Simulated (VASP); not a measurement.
# SiW6 in VASP: single point with PBE+D3(BJ)

Aim: the single point of SiW6 with PBE+D3(BJ).

Everything below comes from runs of VASP 6.6.1. Logs are shortened: lines on timing, memory, paths and dates and some standing lists are left out, and cuts for length are marked.

### Step 1. The cell of the first run

The cell holds a slab with vacuum, 7 atoms: a = 4.468 Å, b = 4.468 Å, c = 21.726 Å, α = 90.00°, β = 90.00°, γ = 120.00°.

### Step 2. Single point, PBE+D3(BJ)

The input, INCAR:

```
ALGO = Normal
DIPOL = 0.5 0.5 0.318
EDIFF = 1E-7
ENCUT = 520
GGA = PE
IDIPOL = 3
ISIF = 2
ISMEAR = 0
IVDW = 12
LASPH = T
LCHARG = F
LDIPOL = T
LREAL = F
LWAVE = F
NBANDS = 53
NELM = 100
PREC = Accurate
SIGMA = 0.1
```

The input, KPOINTS:

```
k-points
0
Gamma
  6 6 1
```

The input, POSCAR:

```
SiW6
1.0
    4.4682526324      0.0000000000      0.0000000000
   -2.2341263162      3.8696202902      0.0000000000
    0.0000000000      0.0000000000     21.7259061349
W Si
6 1
Direct
    0.6666666667      0.3333333333      0.1841119986
    0.3333333333      0.6666666667      0.2260931360
    0.0000000000      0.0000000000      0.2680742733
    0.6666666667      0.3333333333      0.3070897866
    0.3333333333      0.6666666667      0.3466976876
    0.0000000000      0.0000000000      0.3832248047
    0.0000000000      0.2222222222      0.5121032037
```

Potentials or basis: VASP PAW PBE potentials, release 64 (W_sv, Si).

Command:

```console
$ cat potpaw_PBE.64/W_sv/POTCAR potpaw_PBE.64/Si/POTCAR > POTCAR
$ mpirun -np 1 vasp_std > vasp.out
```

OUTCAR:

```text
EDIFF = 1E-7
   ENCUT = 520
   GGA = PE
   ISIF = 2
   ISMEAR = 0
   IVDW = 12
   LASPH = T
   LREAL = F
   NELM = 100
   PREC = Accurate
 IVDW          = 12

 ion  position               nearest neighbor table
   1  0.667  0.333  0.184-   4 2.67   2 2.74   2 2.74   2 2.74   3 3.16   3 3.16   3 3.16
   2  0.333  0.667  0.226-   5 2.62   3 2.74   3 2.74   3 2.74   1 2.74   1 2.74   1 2.74   4 3.12
                             4 3.12   4 3.12
   3  0.000  0.000  0.268-   6 2.50   4 2.72   4 2.72   4 2.72   2 2.74   2 2.74   2 2.74   5 3.09
                             5 3.09   5 3.09   1 3.16   1 3.16   1 3.16
   4  0.667  0.333  0.307-   1 2.67   3 2.72   3 2.72   3 2.72   5 2.72   5 2.72   5 2.72   6 3.06
                             6 3.06   6 3.06   2 3.12   2 3.12   2 3.12
   5  0.333  0.667  0.347-   2 2.62   6 2.70   6 2.70   6 2.70   4 2.72   4 2.72   4 2.72   3 3.09
                             3 3.09   3 3.09
   6  0.000  0.000  0.383-   3 2.50   5 2.70   5 2.70   5 2.70   7 2.97   4 3.06   4 3.06   4 3.06

   7  0.000  0.222  0.512-   6 2.97

  LATTYP: Found a hexagonal cell.
 ALAT       =     4.4682526324
 C/A-ratio  =     4.8622824004

  Lattice vectors:

 A1 = (   4.4682526324,   0.0000000000,   0.0000000000)
 A2 = (  -2.2341263162,   3.8696202902,   0.0000000000)
 A3 = (   0.0000000000,   0.0000000000,  21.7259061349)

Analysis of symmetry for initial positions (statically):
=====================================================================
 Subroutine PRICEL returns:
 Original cell was already a primitive cell.

 Routine SETGRP: Setting up the symmetry group for a
 hexagonal supercell.

 Subroutine GETGRP returns: Found  1 space group operations
 (whereof  1 operations were pure point group operations)
 out of a pool of 24 trial point group operations.

The static configuration has the point symmetry C_1 .

Analysis of symmetry for dynamics (positions and initial velocities):
=====================================================================
 Subroutine PRICEL returns:
 Original cell was already a primitive cell.

 Routine SETGRP: Setting up the symmetry group for a
 hexagonal supercell.

 Subroutine GETGRP returns: Found  1 space group operations
 (whereof  1 operations were pure point group operations)
 out of a pool of 24 trial point group operations.

The dynamic configuration has the point symmetry C_1 .

 Subroutine INISYM returns: Found  1 space group operations
 (whereof  1 operations are pure point group operations),
 and found     1 'primitive' translations

----------------------------------------------------------------------------------------

                                     Primitive cell

  volume of cell :     375.6505

  direct lattice vectors                    reciprocal lattice vectors
     4.468252632  0.000000000  0.000000000     0.223801133  0.129211644  0.000000000
    -2.234126316  3.869620290  0.000000000     0.000000000  0.258423288  0.000000000
     0.000000000  0.000000000 21.725906135     0.000000000  0.000000000  0.046028000

  length of vectors
     4.468252632  4.468252632 21.725906135     0.258423288  0.258423288  0.046028000

  position of ions in fractional coordinates (direct lattice)
     0.666666667  0.333333333  0.184111999
     0.333333333  0.666666667  0.226093136
     0.000000000  0.000000000  0.268074273
     0.666666667  0.333333333  0.307089787
     0.333333333  0.666666667  0.346697688
     0.000000000  0.000000000  0.383224805
     0.000000000  0.222222222  0.512103204

  ion indices of the primitive-cell ions
   primitive index   ion index
                 1           1
                 2           2
                 3           3
                 4           4
                 5           5
                 6           6
                 7           7

----------------------------------------------------------------------------------------

 KPOINTS: k-points

Automatic generation of k-mesh.
 Grid dimensions read from file:
 generate k-points for:    6    6    1

 Generating k-lattice:

  Cartesian coordinates                     Fractional coordinates (reciprocal lattice)
     0.037300189  0.021535274  0.000000000     0.166666667  0.000000000  0.000000000
     0.000000000  0.043070548  0.000000000     0.000000000  0.166666667  0.000000000
     0.000000000  0.000000000  0.046028000     0.000000000  0.000000000  1.000000000

  Length of vectors
     0.043070548  0.043070548  0.046028000

  Shift w.r.t. Gamma in fractional coordinates (k-lattice)
     0.000000000  0.000000000  0.000000000

 Subroutine IBZKPT returns following result:
 ===========================================

 Found     20 irreducible k-points:

 Following reciprocal coordinates:
            Coordinates               Weight
  0.000000  0.000000  0.000000      1.000000
  0.166667 -0.000000  0.000000      2.000000
  0.000000  0.166667  0.000000      2.000000
 -0.166667  0.166667  0.000000      2.000000
  0.333333 -0.000000  0.000000      2.000000
  0.000000  0.333333  0.000000      2.000000
[... 12 lines left out ...]
  0.500000 -0.166667  0.000000      2.000000
  0.333333  0.333333  0.000000      2.000000
   k-points           NKPTS =     20   k-points in BZ     NKDIM =     20   number of bands    NBANDS=     53
   number of dos      NEDOS =    301   number of ions     NIONS =      7
   total plane-waves  NPLWV = 209952
   dimension x,y,z NGX =    36 NGY =   36 NGZ =  162
   dimension x,y,z NGXF=    72 NGYF=   72 NGZF=  324
   ions per type =               6   1
   NGX,Y,Z   is equivalent  to a cutoff of  13.39, 13.39, 12.40 a.u.
   NGXF,Y,Z  is equivalent  to a cutoff of  26.79, 26.79, 24.79 a.u.
 SYSTEM =  unknown system
   PREC   = accura    normal or accurate (medium, high low for compatibility)
   ISTART =      0    job   : 0-new  1-cont  2-samecut
   ICHARG =      2    charge: 1-file 2-atom 10-const
   ISPIN  =      1    spin polarized calculation?
   LNONCOLLINEAR =      F non collinear calculations
   LSORBIT =      F    spin-orbit coupling
   LASPH  =      T    aspherical Exc in radial PAW
   ENCUT  =  520.0 eV  38.22 Ry    6.18 a.u.   8.31  8.31 40.40*2*pi/ulx,y,z
   NELM   =    100;   NELMIN=  2; NELMDL= -5     # of ELM steps
   EDIFF  = 0.1E-06   stopping-criterion for ELM
   LREAL  =      F    real-space projection
   EDIFFG = 0.1E-05   stopping-criterion for IOM
   NSW    =      0    number of steps for IOM
   IBRION =     -1    ionic relax: 0-MD 1-quasi-New 2-CG
   NFREE  =      0    steps in history (QN), initial steepest desc. (CG)
   ISIF   =      2    stress and relaxation
   ISYM   =      2    0-nonsym 1-usesym 2-fastsym
   POTIM  = 0.5000    time-step for ionic-motion
   TEBEG  =    0.0;   TEEND  =   0.0 temperature during run
   PSTRESS=    0.0 pullay stress
   NELECT =      88.0000    total number of electrons
   NUPDOWN=      -1.0000    fix difference up-down
   EMIN   =  10.00;   EMAX   =-10.00  energy-range for DOS
   EFERMI =   0.00;   METHOD = LEGACY
   ISMEAR =     0;   SIGMA  =   0.10  broadening in eV -4-tet -1-fermi 0-gaus
   EFERMI_NEDOS =   21; number of points for ismear=-14 and -15
   IALGO  =     38    algorithm
   IMIX   =      4    mixing-type and parameters
     AMIX     =   0.40;   BMIX     =  1.00
     AMIX_MAG =   1.60;   BMIX_MAG =  1.00
  volume/ion in A,a.u.               =      53.66       362.14
  Fermi-wavevector in a.u.,A,eV,Ry     =   1.009193  1.907099 13.857143  1.018471
  Thomas-Fermi vector in A             =   2.142107
   LORBIT       =      0    0 simple, 1 ext, 2 COOP (PROOUT), +10 PAW based schemes
   GGA     = PE    functional components
   LHFCALC =     F    Hartree Fock is set to
   AEXX    =    0.0000 exact exchange contribution
   IVDW    =    12    specifies the selected vdW correction
   LEPSILON=     F    determine dielectric tensor
   LRPA    =     F    only Hartree local field effects (RPA)
 non-spin polarized calculation
 Gauss-broadening in eV      SIGMA  =   0.10
  energy-cutoff  :      520.00
  volume of cell :      375.65
 maximum number of plane-waves:     10145
 NGX is ok and might be reduce to    36
   NGX = 17   NGY = 17   NGZ = 81

 dipolmoment           0.000000      0.000000     -0.013792 electrons x Angstroem

 number of electron      88.0000002 magnetization

 dipolmoment           0.000000      0.000000      0.081436 electrons x Angstroem

 Free energy of the ion-electron system (eV)
  ---------------------------------------------------
  ext. energy  EPLUGINS =         0.00000000
  ---------------------------------------------------
  free energy    TOTEN  =       -72.80736675 eV

  energy without entropy =      -72.77255546  energy(sigma->0) =      -72.78996111

 E-fermi :   0.3064     XC(G=0):  -5.3351

 val. band max:        0.2649935057   @ k =   0.0000   0.5000   0.0000
 cond. band min:       0.3072990816   @ k =   0.1667   0.1667   0.0000
 fundamental gap:      0.0423055759
 Fermi energy:         0.3064247846

 k-point     1 :       0.0000    0.0000    0.0000
  band No.  band energies     occupation
      1     -73.7395      2.00000
      2     -73.6243      2.00000
      3     -73.5887      2.00000
      4     -73.4991      2.00000
      5     -73.4098      2.00000
      6     -73.3521      2.00000
[... 45 lines left out ...]
     52       2.6392      0.00000
     53       2.8130      0.00000

 k-point     2 :       0.1667   -0.0000    0.0000
  band No.  band energies     occupation
      1     -73.7307      2.00000
      2     -73.6294      2.00000
      3     -73.5870      2.00000
      4     -73.4953      2.00000
      5     -73.4155      2.00000
      6     -73.3560      2.00000
[... 45 lines left out ...]
     52       2.4519      0.00000
     53       2.6265      0.00000
[... 950 lines left out ...]
     52       2.1936      0.00000
     53       2.2903      0.00000

 k-point    20 :       0.3333    0.3333    0.0000
  band No.  band energies     occupation
      1     -73.6825      2.00000
      2     -73.6636      2.00000
      3     -73.5805      2.00000
      4     -73.4729      2.00000
      5     -73.4448      2.00000
      6     -73.3706      2.00000
[... 45 lines left out ...]
     52       1.7511      0.00000
     53       2.0340      0.00000

------------------------ aborting loop because EDIFF is reached ----------------------------------------

 vacuum level on the upper side and lower side of the slab       (xc-potential included)         0.283        -0.536

 Edisp (eV)   -2.81577

 E8    (eV) :    -1.4782

  FORCE on cell =-STRESS in cart. coord.  units (eV):
  Direction    XX          YY          ZZ          XY          YZ          ZX
  --------------------------------------------------------------------------------------
  -------------------------------------------------------------------------------------
  Total      -7.82789    -8.20151    -7.25836    -0.06188    -0.12382     0.36915
  in kB     -33.38655   -34.98003   -30.95746    -0.26394    -0.52809     1.57445
  external pressure =      -33.11 kB  Pullay stress =        0.00 kB

 VOLUME and BASIS-vectors are now :
 -----------------------------------------------------------------------------
  energy-cutoff  :      520.00
  volume of cell :      375.65
      direct lattice vectors                 reciprocal lattice vectors
     4.468252632  0.000000000  0.000000000     0.223801133  0.129211644  0.000000000
    -2.234126316  3.869620290  0.000000000     0.000000000  0.258423288  0.000000000
     0.000000000  0.000000000 21.725906135     0.000000000  0.000000000  0.046028000

 POSITION                                       TOTAL-FORCE (eV/Angst)
 -----------------------------------------------------------------------------------
      2.23413      1.28987      4.00000        -0.005112      0.077885      2.079428
     -0.00000      2.57975      4.91208         0.055735     -0.047528     -0.645525
      0.00000      0.00000      5.82416        -0.100324      0.110897     -2.147027
      2.23413      1.28987      6.67180        -0.015483     -0.146367     -0.150111
     -0.00000      2.57975      7.53232         0.062255     -0.281889      0.660818
      0.00000      0.00000      8.32591        -0.107816      0.336217      2.154653
     -0.49647      0.85992     11.12591         0.110743     -0.049214     -1.952236
 -----------------------------------------------------------------------------------
    total drift:                                0.000004     -0.000100     -0.000005

  FREE ENERGIE OF THE ION-ELECTRON SYSTEM (eV)
  ---------------------------------------------------
  free  energy   TOTEN  =       -75.6231387638 eV

  energy  without entropy=      -75.5883274748  energy(sigma->0) =      -75.60573312

 vacuum level on the upper side and lower side of the slab         4.893         4.054
```

It took 13 min on 1 thread of AMD EPYC 9R45 (Zen 5), shared host; peak memory 0.65 GiB.

Results:

| Property | Result |
| --- | --- |
| Free energy | -75.6231 eV |
| Largest force | 2.183 eV/Å |
| Band gap on the k mesh | zero (bands 44 and 45 overlap by 0.33 eV) |
| Dispersion energy per atom | -0.402 eV |

Forces on the atoms (eV/Å):
```
W   -0.005  0.078  2.079
W    0.056 -0.048 -0.646
W   -0.100  0.111 -2.147
W   -0.015 -0.146 -0.150
W    0.062 -0.282  0.661
W   -0.108  0.336  2.155
Si   0.111 -0.049 -1.952
```

Levels at points of the mesh, in eV from the Fermi level:
```
           k point  band 41  band 42  band 43  band 44  band 45  band 46  band 47  band 48
(0.00, 0.00, 0.00)    -1.18    -1.08    -1.08    -0.45     0.76     1.15     1.44     1.60
(0.50, 0.00, 0.00)    -0.99    -0.75    -0.24     0.09     0.26     0.34     0.47     0.96
(0.00, 0.50, 0.00)    -1.18    -0.76    -0.21    -0.04     0.15     0.28     0.72     1.00
(0.50, 0.50, 0.00)    -0.96    -0.78    -0.33     0.10     0.21     0.27     0.62     0.82
```

Caveat: spin-orbit coupling is left out, which moves the levels of the heavy elements.
